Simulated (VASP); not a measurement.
Crystal: BeB.

```xyz
2
Lattice="0.0000 1.9666 1.9666 1.9666 0.0000 1.9666 1.9666 1.9666 0.0000" Properties=species:S:1:pos:R:3 pbc="T T T"
Be   -0.0275    0.0195    0.0298
B     0.9264    0.9792    1.0357
```

Base run:

```yaml
Program: VASP 6.6.1
Functional: PBE
Potentials_or_basis: VASP PAW PBE potentials, release 64 (Be, B)
Cutoff: 520 eV
k_mesh: 8 × 8 × 8
Occupations: gaussian, width 0.05 eV
Spin: no spin polarisation
```

Its results: pressure 62.3 GPa; largest force 0.586 eV/Å.

Problem. After a change of settings the same cell gave: pressure 64.6 GPa; largest force 0.585 eV/Å. Which change was it?
A. k mesh from 8 × 8 × 8 to 10 × 10 × 10; occupations from gaussian, width 0.05 eV to fermi-dirac, width 0.1 eV
B. occupations from gaussian, width 0.05 eV to gaussian, width 0.005 eV; further incar settings from ALGO = Normal; EDIFF = 1e-06; NBANDS = 10 to ALGO = Normal; EDIFF = 1e-07; NBANDS = 10
C. k mesh from 8 × 8 × 8 to 13 × 13 × 13; occupations from gaussian, width 0.05 eV to fermi-dirac, width 0.1 eV
D. functional from PBE to r2SCAN

Solution. D.

Caveats: the PAW data sets were made with another functional, which shifts forces and pressure a little (some runs).
